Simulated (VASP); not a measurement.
# BaTiO3 in VASP: further runs

The runs below take BaTiO3 through single point, with PBEsol+D3(BJ), LDA.

Program: VASP 6.6.1. These are calculated values, not measurements. Logs are shortened: lines on timing, memory, paths and dates and some standing lists are left out, and cuts for length are marked.

## Step 1: The cell of the first run

The typed cell holds 10 atoms: a = 3.952 Å, b = 3.953 Å, c = 7.906 Å, α = 90.06°, β = 89.94°, γ = 90.06°.

## Step 2: Single point, PBEsol+D3(BJ)

The input, INCAR:

```
SYSTEM = BaTiO3
ALGO = Normal
EDIFF = 1E-6
ENCUT = 520
GGA = PS
ISIF = 2
ISMEAR = -1
IVDW = 12
LASPH = .True.
LCHARG = .False.
LREAL = .False.
LWAVE = .False.
NBANDS = 51
NELM = 100
PREC = Accurate
SIGMA = 0.05
```

The input, KPOINTS:

```
k-points
0
Gamma
  7 7 4
  0 0 0
```

The input, POSCAR:

```
BaTiO3
1.0
    3.9524620537     -0.0020994047      0.0021085479
   -0.0020994047      3.9525592044     -0.0021212434
    0.0042170958     -0.0042424867      7.9056972961
Ba Ti O
2 2 6
Direct
    0.5041552819      0.4958207879      0.2520931478
    0.5041588959      0.4958275353      0.7521027349
    0.0125256015      0.9873956518      0.0063313503
    1.0125727414      0.9874023444      0.5063292154
    0.4920176238      1.0043857805      0.9978030561
    0.4919974269      1.0043860796      0.4977993352
    0.9956477756      0.5080273740      0.9978060478
    0.9956204935      0.5080255453      0.4978022069
    0.9956504527      0.0043638724      0.2459647185
   -0.0043462933      0.0043650388      0.7459681771
```

Potentials or basis: VASP PAW PBE potentials, release 64 (Ba_sv, Ti_sv, O).

The run is started by

```
$ cat potpaw_PBE.64/Ba_sv/POTCAR potpaw_PBE.64/Ti_sv/POTCAR potpaw_PBE.64/O/POTCAR > POTCAR
$ mpirun -np 1 vasp_std > vasp.out
```

OUTCAR:

```text
SYSTEM = BaTiO3
   EDIFF = 1E-6
   ENCUT = 520
   GGA = PS
   ISIF = 2
   ISMEAR = -1
   IVDW = 12
   LASPH = .True.
   LREAL = .False.
   NELM = 100
   PREC = Accurate
 IVDW          = 12

 ion  position               nearest neighbor table
   1  0.504  0.496  0.252-   6 2.75   8 2.75   9 2.75   9 2.79   8 2.79   6 2.79   9 2.79   5 2.79
                             7 2.79   9 2.84   7 2.84   5 2.84   3 3.37   3 3.40   3 3.40   4 3.40
   2  0.504  0.496  0.752-   5 2.75   7 2.75  10 2.75   7 2.79  10 2.79   5 2.79  10 2.79   6 2.79
                             8 2.79  10 2.84   8 2.84   6 2.84   4 3.37   4 3.40   4 3.40   3 3.40
   3  0.013  0.987  0.006-   9 1.90   7 1.90   5 1.90   5 2.06   7 2.06  10 2.06   1 3.37   1 3.40
                             1 3.40   2 3.40   1 3.44   2 3.44   2 3.44   2 3.48
   4  0.013  0.987  0.506-  10 1.90   8 1.90   6 1.90   6 2.06   8 2.06   9 2.06   2 3.37   2 3.40
                             2 3.40   1 3.40   2 3.44   1 3.44   1 3.44   1 3.48
   5  0.492  0.004  0.998-   3 1.90   3 2.06   2 2.75   2 2.79   1 2.79   1 2.84
   6  0.492  0.004  0.498-   4 1.90   4 2.06   1 2.75   1 2.79   2 2.79   2 2.84
   7  0.996  0.508  0.998-   3 1.90   3 2.06   2 2.75   2 2.79   1 2.79   1 2.84
   8  0.996  0.508  0.498-   4 1.90   4 2.06   1 2.75   1 2.79   2 2.79   2 2.84
   9  0.996  0.004  0.246-   3 1.90   4 2.06   1 2.75   1 2.79   1 2.79   1 2.84
  10  0.996  0.004  0.746-   4 1.90   3 2.06   2 2.75   2 2.79   2 2.79   2 2.84

  LATTYP: Found a base centered monoclinic cell.
 ALAT       =    16.7633727457
 B/A-ratio  =     0.3332697552
 C/A-ratio  =     0.4716055462
 COS(beta)  =    -0.9427063332

  Lattice vectors:

 A1 = (  -0.0021176911,  -3.9483167177,  -7.9035760527)
 A2 = (   3.9482449579,   0.0021430820,  -7.9035887482)
 A3 = (   0.0042170958,  -0.0042424867,   7.9056972961)

Analysis of symmetry for initial positions (statically):
=====================================================================
 Subroutine PRICEL returns:
 Original cell was already a primitive cell.

 Routine SETGRP: Setting up the symmetry group for a
 base centered monoclinic supercell.

 Subroutine GETGRP returns: Found  1 space group operations
 (whereof  1 operations were pure point group operations)
 out of a pool of  4 trial point group operations.

The static configuration has the point symmetry C_1 .

Analysis of symmetry for dynamics (positions and initial velocities):
=====================================================================
 Subroutine PRICEL returns:
 Original cell was already a primitive cell.

 Routine SETGRP: Setting up the symmetry group for a
 base centered monoclinic supercell.

 Subroutine GETGRP returns: Found  1 space group operations
 (whereof  1 operations were pure point group operations)
 out of a pool of  4 trial point group operations.

The dynamic configuration has the point symmetry C_1 .

 Subroutine INISYM returns: Found  1 space group operations
 (whereof  1 operations are pure point group operations),
 and found     1 'primitive' translations

----------------------------------------------------------------------------------------

                                     Primitive cell

  volume of cell :     123.5054

  direct lattice vectors                    reciprocal lattice vectors
     3.952462054 -0.002099405  0.002108548     0.253007000  0.000134312 -0.000134888
    -0.002099405  3.952559204 -0.002121243     0.000134312  0.253000782  0.000135698
     0.004217096 -0.004242487  7.905697296    -0.000067444  0.000067849  0.126491128

  length of vectors
     3.952463174  3.952560331  7.905699559     0.253007072  0.253000854  0.126491165

  position of ions in fractional coordinates (direct lattice)
     0.504155282  0.495820788  0.252093148
     0.504158896  0.495827535  0.752102735
     0.012525602  0.987395652  0.006331350
     0.012572741  0.987402344  0.506329215
     0.492017624  0.004385781  0.997803056
     0.491997427  0.004386080  0.497799335
     0.995647776  0.508027374  0.997806048
     0.995620493  0.508025545  0.497802207
     0.995650453  0.004363872  0.245964718
     0.995653707  0.004365039  0.745968177

[... 44 lines left out ...]
|     classes:                                                                |
|                                                                             |
|        The reciprocal lattice is triclinic,                                 |
|        whereas your k-lattice is base-centered monoclinic.                  |
|                                                                             |
|     Results are often still useful ...                                      |
|                                                                             |
 -----------------------------------------------------------------------------

 Subroutine IBZKPT returns following result:
 ===========================================

 Found     99 irreducible k-points:

 Following reciprocal coordinates:
            Coordinates               Weight
  0.000000  0.000000  0.000000      1.000000
  0.142857 -0.000000  0.000000      2.000000
  0.285714  0.000000  0.000000      2.000000
  0.428571 -0.000000  0.000000      2.000000
 -0.000000  0.142857 -0.000000      2.000000
  0.142857  0.142857 -0.000000      2.000000
[... 16 lines left out ...]
 -0.428571  0.428571 -0.000000      2.000000
 -0.285714  0.428571 -0.000000      2.000000
 [... further k-points ...]
   k-points           NKPTS =     99   k-points in BZ     NKDIM =     99   number of bands    NBANDS=     51
   number of dos      NEDOS =    301   number of ions     NIONS =     10
   total plane-waves  NPLWV =  54000
   dimension x,y,z NGX =    30 NGY =   30 NGZ =   60
   dimension x,y,z NGXF=    60 NGYF=   60 NGZF=  120
   ions per type =               2   2   6
   NGX,Y,Z   is equivalent  to a cutoff of  12.62, 12.62, 12.62 a.u.
   NGXF,Y,Z  is equivalent  to a cutoff of  25.24, 25.24, 25.23 a.u.
 SYSTEM =  BaTiO3
   PREC   = accura    normal or accurate (medium, high low for compatibility)
   ISTART =      0    job   : 0-new  1-cont  2-samecut
   ICHARG =      2    charge: 1-file 2-atom 10-const
   ISPIN  =      1    spin polarized calculation?
   LNONCOLLINEAR =      F non collinear calculations
   LSORBIT =      F    spin-orbit coupling
   LASPH  =      T    aspherical Exc in radial PAW
   ENCUT  =  520.0 eV  38.22 Ry    6.18 a.u.   7.35  7.35 14.70*2*pi/ulx,y,z
   NELM   =    100;   NELMIN=  2; NELMDL= -5     # of ELM steps
   EDIFF  = 0.1E-05   stopping-criterion for ELM
   LREAL  =      F    real-space projection
   EDIFFG = 0.1E-04   stopping-criterion for IOM
   NSW    =      0    number of steps for IOM
   IBRION =     -1    ionic relax: 0-MD 1-quasi-New 2-CG
   NFREE  =      0    steps in history (QN), initial steepest desc. (CG)
   ISIF   =      2    stress and relaxation
   ISYM   =      2    0-nonsym 1-usesym 2-fastsym
   POTIM  = 0.5000    time-step for ionic-motion
   TEBEG  =    0.0;   TEEND  =   0.0 temperature during run
   PSTRESS=    0.0 pullay stress
   NELECT =      80.0000    total number of electrons
   NUPDOWN=      -1.0000    fix difference up-down
   EMIN   =  10.00;   EMAX   =-10.00  energy-range for DOS
   EFERMI =   0.00;   METHOD = LEGACY
   ISMEAR =    -1;   SIGMA  =   0.05  broadening in eV -4-tet -1-fermi 0-gaus
   EFERMI_NEDOS =   21; number of points for ismear=-14 and -15
   IALGO  =     38    algorithm
   IMIX   =      4    mixing-type and parameters
     AMIX     =   0.40;   BMIX     =  1.00
     AMIX_MAG =   1.60;   BMIX_MAG =  1.00
  volume/ion in A,a.u.               =      12.35        83.35
  Fermi-wavevector in a.u.,A,eV,Ry     =   1.416477  2.676753 27.298826  2.006407
  Thomas-Fermi vector in A             =   2.537807
   LORBIT       =      0    0 simple, 1 ext, 2 COOP (PROOUT), +10 PAW based schemes
   GGA     = PS    functional components
   LHFCALC =     F    Hartree Fock is set to
   AEXX    =    0.0000 exact exchange contribution
   IVDW    =    12    specifies the selected vdW correction
   LEPSILON=     F    determine dielectric tensor
   LRPA    =     F    only Hartree local field effects (RPA)
 non-spin polarized calculation
  energy-cutoff  :      520.00
  volume of cell :      123.51
 maximum number of plane-waves:      3361
 NGX is ok and might be reduce to    30
   NGX = 15   NGY = 15   NGZ = 29

 number of electron      80.0000007 magnetization

 Free energy of the ion-electron system (eV)
  ---------------------------------------------------
  ext. energy  EPLUGINS =         0.00000000
  ---------------------------------------------------
  free energy    TOTEN  =       -83.92867145 eV

  energy without entropy =      -83.92867145  energy(sigma->0) =      -83.92867145

 E-fermi :   5.0089     XC(G=0): -11.7103

 val. band max:        3.9203739364   @ k =  -0.4286   0.4286  -0.0000
 cond. band min:       6.0282451881   @ k =   0.0000   0.0000   0.0000
 fundamental gap:      2.1078712517
 Fermi energy:         5.0089240985

 k-point     1 :       0.0000    0.0000    0.0000
  band No.  band energies     occupation
      1     -52.1010      2.00000
      2     -52.0997      2.00000
      3     -28.5333      2.00000
      4     -28.4690      2.00000
      5     -28.4688      2.00000
      6     -28.4662      2.00000
[... 1285 lines left out ...]
     50      11.6351      0.00000
     51      11.7293      0.00000

 [... further k-points ...]

------------------------ aborting loop because EDIFF is reached ----------------------------------------

 Edisp (eV)   -2.74740

 E8    (eV) :    -1.9028

  FORCE on cell =-STRESS in cart. coord.  units (eV):
  Direction    XX          YY          ZZ          XY          YZ          ZX
  --------------------------------------------------------------------------------------
  -------------------------------------------------------------------------------------
  Total       1.64573     1.64853     1.64403     0.00602     0.00594    -0.00578
  in kB      21.34932    21.38558    21.32718     0.07805     0.07700    -0.07501
  external pressure =       21.35 kB  Pullay stress =        0.00 kB

 VOLUME and BASIS-vectors are now :
 -----------------------------------------------------------------------------
  energy-cutoff  :      520.00
  volume of cell :      123.51
      direct lattice vectors                 reciprocal lattice vectors
     3.952462054 -0.002099405  0.002108548     0.253007000  0.000134312 -0.000134888
    -0.002099405  3.952559204 -0.002121243     0.000134312  0.253000782  0.000135698
     0.004217096 -0.004242487  7.905697296    -0.000067444  0.000067849  0.126491128

 POSITION                                       TOTAL-FORCE (eV/Angst)
 -----------------------------------------------------------------------------------
      1.99268      1.95763      1.99298        -0.016870      0.017029     -0.016587
      1.99480      1.95554      5.94591        -0.016849      0.016851     -0.017262
      0.04746      3.90269      0.04799        -0.022469      0.023388     -0.023132
      0.04976      3.90059      4.00082        -0.023372      0.023321     -0.022771
      1.94888      0.01207      7.88936         0.024428     -0.007685      0.007526
      1.94669      0.01419      3.93648         0.024615     -0.007708      0.007663
      3.93840      2.00168      7.88937         0.007382     -0.024891      0.007449
      3.93618      2.00380      3.93650         0.007834     -0.024863      0.007613
      3.93630      0.01411      1.94661         0.007673     -0.007717      0.024882
      3.93842      0.01200      5.89949         0.007627     -0.007725      0.024619
 -----------------------------------------------------------------------------------
    total drift:                               -0.001704      0.001686     -0.001718

  FREE ENERGIE OF THE ION-ELECTRON SYSTEM (eV)
  ---------------------------------------------------
  free  energy   TOTEN  =       -86.6760710465 eV

  energy  without entropy=      -86.6760710463  energy(sigma->0) =      -86.67607105
```

It took 11 min on 1 thread of Intel Xeon Platinum 8259CL at 2.50GHz (Skylake/Cascade Lake), shared host; peak memory 0.59 GiB.

What came out:

| Property | Result |
| --- | --- |
| Free energy | -86.6761 eV |
| Pressure | 2.1 GPa |
| Largest force | 0.040 eV/Å |
| Band gap on the k mesh | 2.11 eV |
| Dispersion energy per atom | -0.275 eV |

Forces in eV/Å, atoms in the order of the input:
```
Ba  -0.017  0.017 -0.017
Ba  -0.017  0.017 -0.017
Ti  -0.022  0.023 -0.023
Ti  -0.023  0.023 -0.023
O    0.024 -0.008  0.008
O    0.025 -0.008  0.008
O    0.007 -0.025  0.007
O    0.008 -0.025  0.008
O    0.008 -0.008  0.025
O    0.008 -0.008  0.025
```

Levels at points of the mesh, in eV from the valence-band top:
| k point | band 36 | band 37 | band 38 | band 39 | band 40 | band 41 | band 42 | band 43 | band 44 | band 45 |
| --- | --- | --- | --- | --- | --- | --- | --- | --- | --- | --- |
| (0.00, 0.00, 0.00) | -0.81 | -0.73 | -0.28 | -0.19 | -0.19 | 2.11 | 2.11 | 2.21 | 2.30 | 3.84 |
| (0.00, 0.00, 0.50) | -1.21 | -0.53 | -0.53 | -0.49 | -0.49 | 2.21 | 2.21 | 3.01 | 3.01 | 3.06 |

Caveat: the PAW data sets were made with another functional, which shifts forces and pressure a little; spin-orbit coupling is left out, which moves the levels of the heavy elements; an odd mesh through Γ misses points on the zone boundary, where band edges can lie.

## Step 3: Single point, LDA

This run uses another cell than the first one, of 12.28 Å³/atom.

The input, INCAR:

```
SYSTEM = BaTiO3
PREC = Accurate ; ENCUT = 600
EDIFF = 1E-6 ; ISMEAR = -1
SIGMA = 0.05 ; LREAL = .False.
LASPH = .True. ; NELM = 120
ALGO = Normal ; ISIF = 2
LWAVE = .False. ; LCHARG = .False.
GGA = CA ; NBANDS = 51
GGA_COMPAT = .False.
```

The input, KPOINTS:

```
Automatic mesh
0
Gamma
  7 7 4
  0 0 0
```

The input, POSCAR:

```
BaTiO3
1.0
    3.9450051399     -0.0024576868      0.0024236761
   -0.0024576868      3.9449014188     -0.0024474221
    0.0048473522     -0.0048948441      7.8899847087
Ba Ti O
2 2 6
Direct
    0.5047190450      0.4952910738      0.2523591517
    0.5047240860      0.4952972297      0.7523528414
    0.0134994239      0.9865422637      0.0067462117
    1.0134920368      0.9865395165      0.5067428717
    0.4910887038      1.0046425295      0.9976809107
    0.4910715486      1.0046374610      0.4976758203
    0.9953527422      0.5088953591      0.9976783039
    0.9953363270      0.5088871109      0.4976733154
    0.9953589882      0.0046337658      0.2455452523
   -0.0046429015      0.0046337000      0.7455453108
```

Potentials or basis: VASP PAW LDA potentials, release 64 (Ba_sv, Ti_sv, O).

The run is started by

```
$ cat potpaw_LDA.64/Ba_sv/POTCAR potpaw_LDA.64/Ti_sv/POTCAR potpaw_LDA.64/O/POTCAR > POTCAR
$ mpirun -np 1 vasp_std > vasp.out
```

Wall time 6.9 min (1 thread of AMD EPYC 9R45 (Zen 5), shared host); peak memory 0.62 GiB.

The run converged. Its results:

```yaml
Free_energy: -88.3315 eV
Pressure: 2.3 GPa
Largest_force: 0.087 eV/Å
Band_gap_on_the_k_mesh: 2.13 eV
```

Forces in eV/Å, atoms in the order of the input:
```
Ba  -0.019  0.019 -0.020
Ba  -0.019  0.019 -0.019
Ti  -0.051  0.050 -0.050
Ti  -0.051  0.050 -0.050
O    0.055 -0.007  0.007
O    0.055 -0.008  0.008
O    0.007 -0.055  0.007
O    0.008 -0.054  0.008
O    0.008 -0.008  0.055
O    0.008 -0.008  0.054
```

Levels at points of the mesh, in eV from the valence-band top:
| k point | band 36 | band 37 | band 38 | band 39 | band 40 | band 41 | band 42 | band 43 | band 44 | band 45 |
| --- | --- | --- | --- | --- | --- | --- | --- | --- | --- | --- |
| (0.00, 0.00, 0.00) | -0.82 | -0.73 | -0.31 | -0.20 | -0.20 | 2.13 | 2.13 | 2.24 | 2.32 | 3.86 |
| (0.00, 0.00, 0.50) | -1.20 | -0.54 | -0.54 | -0.50 | -0.50 | 2.23 | 2.23 | 3.03 | 3.03 | 3.08 |

Caveat: spin-orbit coupling is left out, which moves the levels of the heavy elements; an odd mesh through Γ misses points on the zone boundary, where band edges can lie.
